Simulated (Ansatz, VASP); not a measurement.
**NiCl3 in VASP and in Ansatz**

```xyz
8
Lattice="2.8450 4.9276 0.0000 -2.8450 4.9276 0.0000 0.0000 0.0000 5.4711" Properties=species:S:1:pos:R:3 pbc="T T T"
Cl   -1.0754    4.9276    1.3678
Cl    0.8848    1.5324    4.1034
Cl   -0.8848    1.5324    1.3678
Cl    1.0754    4.9276    4.1034
Cl    1.9602    3.3952    1.3678
Cl   -1.9602    3.3952    4.1034
Ni    0.0000    0.0000    0.0000
Ni    0.0000    0.0000    2.7356
```

Alike in both runs: functional LDA; k mesh 4 × 4 × 3; no spin polarisation.

Ansatz relaxed the structure, and its values are those at the end. VASP's run is a single point on that final structure, the one shown.

```csv
,VASP,Ansatz
version,VASP 6.6.1,Ansatz 0.2.0
potentials or method,"VASP PAW LDA potentials, release 64 (Cl, Ni), cutoff 520 eV",PAW plane waves
occupations,"fermi-dirac, width 0.1 eV",fermi-dirac
valence electrons in the cell,62,78
```

```tsv
	VASP	Ansatz	Ansatz less VASP
gap on the k mesh at the Fermi level (eV)	none	none	-
pressure (GPa)	-0.1	0.0	+0.11
```

LDA's correlation is that of Perdew and Zunger in VASP and of Perdew and Wang (1992) in Ansatz. A gap of «none» marks a metal or a gap that the smearing closes. VASP's potentials hold 62 valence electrons a cell and Ansatz's 78, so a difference there can come from the potentials and not from the codes. Ansatz's warnings: structure snapped to symmetry.

The k mesh is coarse, so the values compare programs but aren't converged.
